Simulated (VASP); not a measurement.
Set up this calculation in VASP 6.6.1, as the native input.

- Task: relaxation of cell and atoms
- Functional: PBE
- Potentials or basis: VASP PAW PBE potentials, release 64 (Cu)
- Cutoff: 600 eV
- k mesh: 22 × 22 × 22
- Occupations: fermi-dirac, width 0.1 eV
- Spin: no spin polarisation
- Target pressure: 260 GPa
- Dipole correction: no
- Further INCAR settings: ALGO = Normal; EDIFF = 1e-06; IBRION = 2; EDIFFG = -0.005; NSW = 32; ISIF = 3

The structure of Cu lies in POSCAR:

```
Cu
1.0
   -1.2137261234      1.2137261234      1.2137261234
    1.2137261234     -1.2137261234      1.2137261234
    1.2137261234      1.2137261234     -1.2137261234
Cu
1
Direct
    0.0000000000      0.0000000000      0.0000000000
```

This isn't the form of Cu at room conditions, which is fcc.

The input as run:

INCAR

```
PREC = Accurate
ENCUT = 600
EDIFF = 1E-6
ISMEAR = -1
SIGMA = 0.1
LREAL = F
LASPH = T
NELM = 80
ALGO = Normal
ISIF = 3
LWAVE = F
LCHARG = F
GGA = PE
IBRION = 2
NSW = 32
EDIFFG = -0.005
PSTRESS = 2600.0
```

KPOINTS

```
Automatic mesh
0
Gamma
  22 22 22
```

Potentials or basis: VASP PAW PBE potentials, release 64 (Cu).

The run is started by

```console
$ cat potpaw_PBE.64/Cu/POTCAR > POTCAR
$ mpirun -np 1 vasp_std > vasp.out
```

Results of the run:

```json
{"Relaxed volume": "7.16 Å³/atom", "Relaxed cell": "a = 2.103 Å, b = 2.103 Å, c = 2.103 Å, α = 109.47°, β = 109.47°, γ = 109.47°", "Space group after relaxing (to 0.1 Å)": "Im-3m (No. 229)", "Energy change on relaxing (the run minimises the enthalpy)": "-19.5 meV/atom", "Ionic steps": "3", "Pressure after relaxing": "260.0 GPa", "Band gap on the k mesh": "zero (an odd number of electrons rules out a gap without spin polarisation)"}
```

Caveat: the cell is relaxed towards a set pressure, so the run minimises the enthalpy, not the energy.

Wall time 66 s on 1 thread of Intel Xeon 8259CL, on a shared host, peak memory 0.15 GiB.
